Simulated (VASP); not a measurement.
A run of VASP 6.6.1:

Contents of INCAR:

```
  ALGO = Normal
  EDIFF = 1E-6
  EDIFFG = -0.01
  ENCUT = 600
  GGA = PS
  IBRION = 2
  ISIF = 4
  ISMEAR = 0
  ISPIN = 2
  KPAR = 4
  LASPH = True
  LCHARG = False
  LMAXMIX = 4
  LORBIT = 11
  LREAL = False
  LWAVE = False
  MAGMOM = 2.57 0.32
  NELM = 150
  NSW = 50
  PREC = Accurate
  SIGMA = 0.1
```

Contents of KPOINTS:

```
k-points
0
Gamma
  20 20 20
```

POSCAR

```
CoO
1.0
   -1.4434135671      1.4434135671      2.0407760687
    1.4434135671     -1.4434135671      2.0407760687
    1.4434135671      1.4434135671     -2.0407760687
Co O
1 1
Direct
    0.0000000000      0.0000000000      0.0000000000
    0.5000000000      0.5000000000      0.0000000000
```

Potentials or basis: VASP PAW PBE potentials, release 64 (Co, O).

The run is started by

```bash
$ cat potpaw_PBE.64/Co/POTCAR potpaw_PBE.64/O/POTCAR > POTCAR
$ mpirun -np 4 vasp_std > vasp.out
```

Hardware: 4 MPI ranks on Oxide Virtual Turin-like Processor (shared host).

How long does it take, and how much memory?

Wall time 2.3 min on 4 MPI ranks on Oxide Virtual Turin-like Processor, on a shared host, peak memory 0.35 GiB a rank. Counts: scf iterations 15, k points 641, ion steps 1.
